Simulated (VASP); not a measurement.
# Ni3Cl (Pm-3m) in VASP: a series of runs

Ni3Cl is run at these levels: PBE; tasks: single point.

All numbers are computed with VASP 6.6.1; they aren't measurements. Logs are shortened: lines on timing, memory, paths and dates and some standing lists are left out, and cuts for length are marked.

### Step 1. The cell of the first run

The structure is cubic, space group Pm-3m (No. 221). Conventional cell: a = 3.677 Å, b = 3.677 Å, c = 3.677 Å, α = 90.00°, β = 90.00°, γ = 90.00°. Within 3.4 Å of Ni (site symmetry 4/mmm) lie 8 Ni at 2.60 Å and 4 Cl at 2.60 Å. Cl (site symmetry m-3m) has 12 Ni at 2.60 Å within 3.4 Å.

### Step 2. Single point, PBE, collinear spin, ferromagnetic start

The input, INCAR:

```
ALGO     = Fast           # electronic algorithm
EDIFF    = 1E-6           # SCF threshold, eV
ENCUT    = 520            # plane-wave cutoff, eV
GGA      = PE             # functional
ISIF     = 2              # what is computed and relaxed
ISMEAR   = 0              # smearing method
ISPIN    = 2              # spin polarisation
LASPH    = True           # aspherical terms in the spheres
LCHARG   = False          # write CHGCAR
LMAXMIX  = 4              # l up to which the mixer works
LORBIT   = 11             # projections on sites
LREAL    = False          # projectors in reciprocal space
LWAVE    = False          # write WAVECAR
MAGMOM   = 0.82 0.82 0.82 0 # initial moments
NBANDS   = 30             # bands
NELM     = 150            # most SCF steps
PREC     = Accurate       # precision mode
SIGMA    = 0.1            # smearing width, eV
```

The input, KPOINTS:

```
k-points
0
Gamma
  4 4 4
```

The input, POSCAR:

```
Ni3Cl
1.0
    3.6767551065      0.0000000000      0.0000000000
    0.0000000000      3.6767551065      0.0000000000
    0.0000000000      0.0000000000      3.6767551065
Ni Cl
3 1
Direct
    0.0000000000      0.5000000000      0.5000000000
    0.5000000000      0.0000000000      0.5000000000
    0.5000000000      0.5000000000      0.0000000000
    0.0000000000      0.0000000000      0.0000000000
```

Potentials or basis: VASP PAW PBE potentials, release 64 (Ni, Cl).

Started as:

```sh
cat potpaw_PBE.64/Ni/POTCAR potpaw_PBE.64/Cl/POTCAR > POTCAR
mpirun -np 1 vasp_std > vasp.out
```

OUTCAR:

```text
EDIFF = 1E-6
   ENCUT = 520
   GGA = PE
   ISIF = 2
   ISMEAR = 0
   ISPIN = 2
   LASPH = True
   LORBIT = 11
   LREAL = False
   NELM = 150
   PREC = Accurate

 ion  position               nearest neighbor table
   1  0.000  0.500  0.500-   2 2.60   3 2.60   4 2.60   3 2.60   4 2.60   2 2.60   4 2.60   4 2.60
                             2 2.60   3 2.60   3 2.60   2 2.60
   2  0.500  0.000  0.500-   1 2.60   3 2.60   4 2.60   3 2.60   4 2.60   1 2.60   3 2.60   3 2.60
                             1 2.60   4 2.60   4 2.60   1 2.60
   3  0.500  0.500  0.000-   1 2.60   2 2.60   4 2.60   1 2.60   2 2.60   2 2.60   4 2.60   2 2.60
                             1 2.60   4 2.60   1 2.60   4 2.60
   4  0.000  0.000  0.000-   1 2.60   2 2.60   3 2.60   1 2.60   2 2.60   1 2.60   3 2.60   1 2.60
                             2 2.60   3 2.60   2 2.60   3 2.60

  LATTYP: Found a simple cubic cell.
 ALAT       =     3.6767551065

  Lattice vectors:

 A1 = (   3.6767551065,   0.0000000000,   0.0000000000)
 A2 = (   0.0000000000,   3.6767551065,   0.0000000000)
 A3 = (   0.0000000000,   0.0000000000,   3.6767551065)

Analysis of symmetry for initial positions (statically):
=====================================================================
 Subroutine PRICEL returns:
 Original cell was already a primitive cell.

 Routine SETGRP: Setting up the symmetry group for a
 simple cubic supercell.

 Subroutine GETGRP returns: Found 48 space group operations
 (whereof 48 operations were pure point group operations)
 out of a pool of 48 trial point group operations.

The static configuration has the point symmetry O_h .

Analysis of symmetry for dynamics (positions and initial velocities):
=====================================================================
 Subroutine PRICEL returns:
 Original cell was already a primitive cell.

 Routine SETGRP: Setting up the symmetry group for a
 simple cubic supercell.

 Subroutine GETGRP returns: Found 48 space group operations
 (whereof 48 operations were pure point group operations)
 out of a pool of 48 trial point group operations.

The dynamic configuration has the point symmetry O_h .

Analysis of structural, dynamic, and magnetic symmetry:
=====================================================================
 Subroutine PRICEL returns:
 Original cell was already a primitive cell.

 Routine SETGRP: Setting up the symmetry group for a
 simple cubic supercell.

 Subroutine GETGRP returns: Found 48 space group operations
 (whereof 48 operations were pure point group operations)
 out of a pool of 48 trial point group operations.

The overall configuration has the point symmetry O_h .

 Subroutine INISYM returns: Found 48 space group operations
 (whereof 48 operations are pure point group operations),
 and found     1 'primitive' translations

----------------------------------------------------------------------------------------

                                     Primitive cell

  volume of cell :      49.7043

  direct lattice vectors                    reciprocal lattice vectors
     3.676755106  0.000000000  0.000000000     0.271978952  0.000000000  0.000000000
     0.000000000  3.676755106  0.000000000     0.000000000  0.271978952  0.000000000
     0.000000000  0.000000000  3.676755106     0.000000000  0.000000000  0.271978952

  length of vectors
     3.676755106  3.676755106  3.676755106     0.271978952  0.271978952  0.271978952

  position of ions in fractional coordinates (direct lattice)
     0.000000000  0.500000000  0.500000000
     0.500000000  0.000000000  0.500000000
     0.500000000  0.500000000  0.000000000
     0.000000000  0.000000000  0.000000000

  ion indices of the primitive-cell ions
   primitive index   ion index
                 1           1
                 2           2
                 3           3
                 4           4

----------------------------------------------------------------------------------------

 KPOINTS: k-points

Automatic generation of k-mesh.
 Grid dimensions read from file:
 generate k-points for:    4    4    4

 Generating k-lattice:

  Cartesian coordinates                     Fractional coordinates (reciprocal lattice)
     0.067994738  0.000000000  0.000000000     0.250000000  0.000000000  0.000000000
     0.000000000  0.067994738  0.000000000     0.000000000  0.250000000  0.000000000
     0.000000000  0.000000000  0.067994738     0.000000000  0.000000000  0.250000000

  Length of vectors
     0.067994738  0.067994738  0.067994738

  Shift w.r.t. Gamma in fractional coordinates (k-lattice)
     0.000000000  0.000000000  0.000000000

 Subroutine IBZKPT returns following result:
 ===========================================

 Found     10 irreducible k-points:

 Following reciprocal coordinates:
            Coordinates               Weight
  0.000000  0.000000  0.000000      1.000000
  0.250000  0.000000  0.000000      6.000000
  0.500000  0.000000  0.000000      3.000000
  0.250000  0.250000  0.000000     12.000000
  0.500000  0.250000  0.000000     12.000000
  0.500000  0.500000  0.000000      3.000000
  0.250000  0.250000  0.250000      8.000000
  0.500000  0.250000  0.250000     12.000000
  0.500000  0.500000  0.250000      6.000000
  0.500000  0.500000  0.500000      1.000000
   k-points           NKPTS =     10   k-points in BZ     NKDIM =     10   number of bands    NBANDS=     30
   number of dos      NEDOS =    301   number of ions     NIONS =      4
   total plane-waves  NPLWV =  21952
   dimension x,y,z NGX =    28 NGY =   28 NGZ =   28
   dimension x,y,z NGXF=    56 NGYF=   56 NGZF=   56
   ions per type =               3   1
   NGX,Y,Z   is equivalent  to a cutoff of  12.66, 12.66, 12.66 a.u.
   NGXF,Y,Z  is equivalent  to a cutoff of  25.32, 25.32, 25.32 a.u.
 SYSTEM =  unknown system
   PREC   = accura    normal or accurate (medium, high low for compatibility)
   ISTART =      0    job   : 0-new  1-cont  2-samecut
   ICHARG =      2    charge: 1-file 2-atom 10-const
   ISPIN  =      2    spin polarized calculation?
   LNONCOLLINEAR =      F non collinear calculations
   LSORBIT =      F    spin-orbit coupling
   LASPH  =      T    aspherical Exc in radial PAW
   ENCUT  =  520.0 eV  38.22 Ry    6.18 a.u.   6.84  6.84  6.84*2*pi/ulx,y,z
   NELM   =    150;   NELMIN=  2; NELMDL= -5     # of ELM steps
   EDIFF  = 0.1E-05   stopping-criterion for ELM
   LREAL  =      F    real-space projection
   EDIFFG = 0.1E-04   stopping-criterion for IOM
   NSW    =      0    number of steps for IOM
   IBRION =     -1    ionic relax: 0-MD 1-quasi-New 2-CG
   NFREE  =      0    steps in history (QN), initial steepest desc. (CG)
   ISIF   =      2    stress and relaxation
   ISYM   =      2    0-nonsym 1-usesym 2-fastsym
   POTIM  = 0.5000    time-step for ionic-motion
   TEBEG  =    0.0;   TEEND  =   0.0 temperature during run
   PSTRESS=    0.0 pullay stress
   NELECT =      37.0000    total number of electrons
   NUPDOWN=      -1.0000    fix difference up-down
   EMIN   =  10.00;   EMAX   =-10.00  energy-range for DOS
   EFERMI =   0.00;   METHOD = LEGACY
   ISMEAR =     0;   SIGMA  =   0.10  broadening in eV -4-tet -1-fermi 0-gaus
   EFERMI_NEDOS =   21; number of points for ismear=-14 and -15
   IALGO  =     68    algorithm
   IMIX   =      4    mixing-type and parameters
     AMIX     =   0.40;   BMIX     =  1.00
     AMIX_MAG =   1.60;   BMIX_MAG =  1.00
  volume/ion in A,a.u.               =      12.43        83.86
  Fermi-wavevector in a.u.,A,eV,Ry     =   1.483693  2.803773 29.951114  2.201345
  Thomas-Fermi vector in A             =   2.597323
   LORBIT       =     11    0 simple, 1 ext, 2 COOP (PROOUT), +10 PAW based schemes
   GGA     = PE    functional components
   LHFCALC =     F    Hartree Fock is set to
   AEXX    =    0.0000 exact exchange contribution
   IVDW    =     0    specifies the selected vdW correction
   LEPSILON=     F    determine dielectric tensor
   LRPA    =     F    only Hartree local field effects (RPA)
 spin polarized calculation
 RMM-DIIS sequential band-by-band and
 Gauss-broadening in eV      SIGMA  =   0.10
  energy-cutoff  :      520.00
  volume of cell :       49.70
 maximum number of plane-waves:      1357
 NGX is ok and might be reduce to    28
   NGX = 13   NGY = 13   NGZ = 13

 number of electron      36.9999971 magnetization       1.9971923

 Free energy of the ion-electron system (eV)
  ---------------------------------------------------
  ext. energy  EPLUGINS =         0.00000000
  ---------------------------------------------------
  free energy    TOTEN  =       -15.85966865 eV

  energy without entropy =      -15.82808187  energy(sigma->0) =      -15.84387526

 E-fermi :   8.9674     XC(G=0): -12.4111

 val. band max:        8.9614285638   @ k =   0.2500   0.0000   0.0000
 cond. band min:       9.0029080638   @ k =   0.5000   0.2500   0.0000
 fundamental gap:      0.0414795000
 Fermi energy:         8.9674255726

 spin component 1

 k-point     1 :       0.0000    0.0000    0.0000
  band No.  band energies     occupation
      1      -9.4440      1.00000
      2       2.9916      1.00000
      3       2.9916      1.00000
      4       2.9916      1.00000
      5       3.4980      1.00000
      6       5.4771      1.00000
[... 319 lines left out ...]
     29      26.5795      0.00000
     30      26.6856      0.00000
 Fermi energy:         8.9674255726

 spin component 2

 k-point     1 :       0.0000    0.0000    0.0000
  band No.  band energies     occupation
      1      -9.3752      1.00000
      2       3.0436      1.00000
      3       3.0436      1.00000
      4       3.0436      1.00000
      5       3.5796      1.00000
      6       5.9125      1.00000
[... 319 lines left out ...]
     29      26.6783      0.00000
     30      26.7827      0.00000

------------------------ aborting loop because EDIFF is reached ----------------------------------------

  FORCE on cell =-STRESS in cart. coord.  units (eV):
  Direction    XX          YY          ZZ          XY          YZ          ZX
  --------------------------------------------------------------------------------------
  -------------------------------------------------------------------------------------
  Total        0.0136946      0.0136946      0.0136946      0.0000000      0.0000000     -0.0000000
  in kB        0.4414350      0.4414350      0.4414350      0.0000000      0.0000000     -0.0000000
  external PRESSURE =       0.4414350 kB  Pullay stress =       0.0000000 kB

 VOLUME and BASIS-vectors are now :
 -----------------------------------------------------------------------------
  energy-cutoff  :      520.00
  volume of cell :       49.70
      direct lattice vectors                 reciprocal lattice vectors
     3.676755106  0.000000000  0.000000000     0.271978952  0.000000000  0.000000000
     0.000000000  3.676755106  0.000000000     0.000000000  0.271978952  0.000000000
     0.000000000  0.000000000  3.676755106     0.000000000  0.000000000  0.271978952

 POSITION                                       TOTAL-FORCE (eV/Angst)
 -----------------------------------------------------------------------------------
      0.00000      1.83838      1.83838         0.000000      0.000000      0.000000
      1.83838      0.00000      1.83838         0.000000      0.000000      0.000000
      1.83838      1.83838      0.00000         0.000000      0.000000      0.000000
      0.00000      0.00000      0.00000         0.000000      0.000000      0.000000
 -----------------------------------------------------------------------------------
    total drift:                                0.000000      0.000000      0.000000

  FREE ENERGIE OF THE ION-ELECTRON SYSTEM (eV)
  ---------------------------------------------------
  free  energy   TOTEN  =       -15.8596686451 eV

  energy  without entropy=      -15.8280818650  energy(sigma->0) =      -15.84387526

 total charge

# of ion       s       p       d       tot
------------------------------------------
    1        0.397   0.340   8.406   9.143
    2        0.397   0.340   8.406   9.143
    3        0.397   0.340   8.406   9.143
    4        1.650   3.280   0.000   4.929
--------------------------------------------------
tot          2.840   4.300  25.219  32.359

 magnetization (x)

# of ion       s       p       d       tot
------------------------------------------
    1       -0.007  -0.009   0.675   0.659
    2       -0.007  -0.009   0.675   0.659
    3       -0.007  -0.009   0.675   0.659
    4       -0.002   0.079   0.000   0.076
--------------------------------------------------
tot         -0.024   0.052   2.026   2.053
```

Wall time 52 s (1 thread of Oxide Virtual Turin-like, shared host); peak memory 0.14 GiB.

What came out:

| Item | Value |
| --- | --- |
| Free energy | -15.8597 eV |
| Pressure | 0.0 GPa |
| Net moment | 2.00 μB per cell |
| Site moments | Ni +0.66; Cl +0.08 μB |
| Valence electrons inside the program's atomic spheres | Ni 9.14; Cl 4.93 |

Levels at points of the mesh, in eV from the Fermi level:
Spin up:
```
           k point  band 17  band 18  band 19  band 20  band 21  band 22  band 23  band 24
(0.00, 0.00, 0.00)    -0.53    -0.44    -0.44    -0.44     5.39     5.39     6.00     6.00
(0.50, 0.00, 0.00)    -0.75    -0.56    -0.56    -0.44     1.78     4.62     4.62     5.39
(0.50, 0.50, 0.00)    -1.05    -0.53    -0.53    -0.13     2.30     4.59     4.59     6.74
(0.50, 0.50, 0.50)    -0.56    -0.56    -0.56    -0.42     3.09     3.09     3.09     7.61
```
Spin down:
```
           k point  band 15  band 16  band 17  band 18  band 19  band 20
(0.00, 0.00, 0.00)    -0.28    -0.28     0.23     0.46     0.46     0.46
(0.50, 0.00, 0.00)    -0.68    -0.56    -0.18    -0.02    -0.02     0.46
(0.50, 0.50, 0.00)    -0.82    -0.46    -0.37     0.14     0.14     0.38
(0.50, 0.50, 0.50)    -0.58    -0.58    -0.46     0.28     0.28     0.28
```

Caveat: the k points lie up to 0.43 Å⁻¹ apart. With open d or f shells a metallic result of PBE can be an artefact of self-interaction; +U or a hybrid may open a gap.

### Step 3. Single point, PBE, collinear spin, ferromagnetic start

The input, INCAR:

```
PREC = Accurate
ENCUT = 520
EDIFF = 1E-7
ISMEAR = 0
SIGMA = 0.1
LREAL = False
LASPH = True
NELM = 150
ALGO = Normal
ISIF = 2
LWAVE = False
LCHARG = False
ISPIN = 2
MAGMOM = 0.74 0.74 0.74 0
LORBIT = 11
LMAXMIX = 4
GGA = PE
NBANDS = 30
```

The input, KPOINTS:

```
regular mesh
0
Gamma
  6 6 6
```

POSCAR is that of step 2.

Potentials or basis: VASP PAW PBE potentials, release 64 (Ni, Cl).

Started as:

```sh
cat potpaw_PBE.64/Ni/POTCAR potpaw_PBE.64/Cl/POTCAR > POTCAR
mpirun -np 1 vasp_std > vasp.out
```

It took 90 s on 1 thread of Oxide Virtual Turin-like, shared host; peak memory 0.16 GiB.

It converged, with:

```
Free energy                                           : -15.8461 eV
Pressure                                              : 0.3 GPa
Net moment                                            : 1.99 μB per cell
Site moments                                          : Ni +0.66; Cl +0.07 μB
Valence electrons inside the program's atomic spheres : Ni 9.14; Cl 4.93
```

Levels at points of the mesh, in eV from the Fermi level:
Spin up:
```tsv
k point	band 18	band 19	band 20	band 21	band 22	band 23
(0.00, 0.00, 0.00)	-0.43	-0.43	-0.43	5.41	5.41	6.01
(0.50, 0.00, 0.00)	-0.53	-0.53	-0.43	1.80	4.63	4.63
(0.50, 0.50, 0.00)	-0.52	-0.52	-0.10	2.32	4.61	4.61
(0.50, 0.50, 0.50)	-0.55	-0.55	-0.43	3.10	3.10	3.10
```
Spin down:
| k point | band 13 | band 14 | band 15 | band 16 | band 17 | band 18 | band 19 | band 20 | band 21 | band 22 |
| --- | --- | --- | --- | --- | --- | --- | --- | --- | --- | --- |
| (0.00, 0.00, 0.00) | -0.84 | -0.84 | -0.26 | -0.26 | 0.26 | 0.48 | 0.48 | 0.48 | 5.70 | 5.70 |
| (0.50, 0.00, 0.00) | -0.88 | -0.88 | -0.67 | -0.54 | -0.16 | -0.01 | -0.01 | 0.48 | 2.05 | 4.77 |
| (0.50, 0.50, 0.00) | -0.92 | -0.85 | -0.79 | -0.45 | -0.35 | 0.16 | 0.16 | 0.40 | 2.30 | 4.82 |
| (0.50, 0.50, 0.50) | -0.98 | -0.98 | -0.57 | -0.57 | -0.47 | 0.30 | 0.30 | 0.30 | 3.57 | 3.57 |

### Step 4. Single point, PBE, collinear spin, ferromagnetic start

This run uses another cell than the first one, of 13.46 Å³/atom.

The input, INCAR:

```
SYSTEM = Ni3Cl
PREC = Accurate
ENCUT = 520
EDIFF = 1E-7
ISMEAR = 0
SIGMA = 0.1
LREAL = .FALSE.
LASPH = .TRUE.
NELM = 150
ALGO = Normal
ISIF = 2
LWAVE = .FALSE.
LCHARG = .FALSE.
ISPIN = 2
MAGMOM = 2 2 2 0
LORBIT = 11
LMAXMIX = 4
GGA = PE
NBANDS = 30
```

The input, KPOINTS:

```
Automatic mesh
0
G
  6 6 6
  0 0 0
```

The input, POSCAR:

```
Ni3Cl
1.0
    3.7758187108      0.0000000000      0.0000000000
    0.0000000000      3.7758187108      0.0000000000
    0.0000000000      0.0000000000      3.7758187108
Ni Cl
3 1
Direct
    0.0000000000      0.5000000000      0.5000000000
    0.5000000000      0.0000000000      0.5000000000
    0.5000000000      0.5000000000      0.0000000000
    0.0000000000      0.0000000000      0.0000000000
```

Started as:

```sh
cat potpaw_PBE.64/Ni/POTCAR potpaw_PBE.64/Cl/POTCAR > POTCAR
mpirun -np 1 vasp_std > vasp.out
```

It took 1.7 min on 1 thread of Oxide Virtual Turin-like, shared host; peak memory 0.16 GiB.

The run converged. Its results:

| Property | Result |
| --- | --- |
| Free energy | -15.7533 eV |
| Pressure | -6.9 GPa |
| Net moment | 2.17 μB per cell |
| Site moments | Ni +0.72; Cl +0.08 μB |
| Valence electrons inside the program's atomic spheres | Ni 9.04; Cl 4.93 |

Levels at points of the mesh, in eV from the Fermi level:
Spin up:
```tsv
k point	band 18	band 19	band 20	band 21	band 22	band 23
(0.00, 0.00, 0.00)	-0.51	-0.51	-0.51	5.16	5.16	5.69
(0.50, 0.00, 0.00)	-0.59	-0.59	-0.51	1.48	4.57	4.57
(0.50, 0.50, 0.00)	-0.59	-0.59	-0.23	2.32	4.10	4.10
(0.50, 0.50, 0.50)	-0.61	-0.61	-0.26	2.83	2.83	2.83
```
Spin down:
| k point | band 15 | band 16 | band 17 | band 18 | band 19 | band 20 |
| --- | --- | --- | --- | --- | --- | --- |
| (0.00, 0.00, 0.00) | -0.22 | -0.22 | 0.26 | 0.45 | 0.45 | 0.45 |
| (0.50, 0.00, 0.00) | -0.66 | -0.45 | -0.12 | -0.01 | -0.01 | 0.45 |
| (0.50, 0.50, 0.00) | -0.66 | -0.36 | -0.28 | 0.14 | 0.14 | 0.32 |
| (0.50, 0.50, 0.50) | -0.46 | -0.46 | -0.30 | 0.30 | 0.30 | 0.30 |

Caveat: the cell stands under tension.

### Step 5. The runs side by side

```csv
cell,k mesh,gap on the mesh (eV),pressure (GPa),moment (μB)
"a = 3.677 Å, 4 atoms",4 × 4 × 4,none,0.0,2.00
"a = 3.677 Å, 4 atoms",6 × 6 × 6,none,0.3,1.99
"a = 3.776 Å, 4 atoms",6 × 6 × 6,none,-6.9,2.17
```

Alike in all rows: task single point; level PBE; potentials or basis VASP PAW PBE potentials, release 64 (Ni, Cl); spin collinear, ferromagnetic start; cutoff (eV) 520; smearing gaussian 0.1 eV.

Caveats: some runs use coarse meshes; the cell stands under tension (at least some runs).

Total energies depend on the potentials used, so only differences within one code and one set of settings carry meaning.

The gap in the log of VASP goes by the Fermi energy; the results here count the filled bands.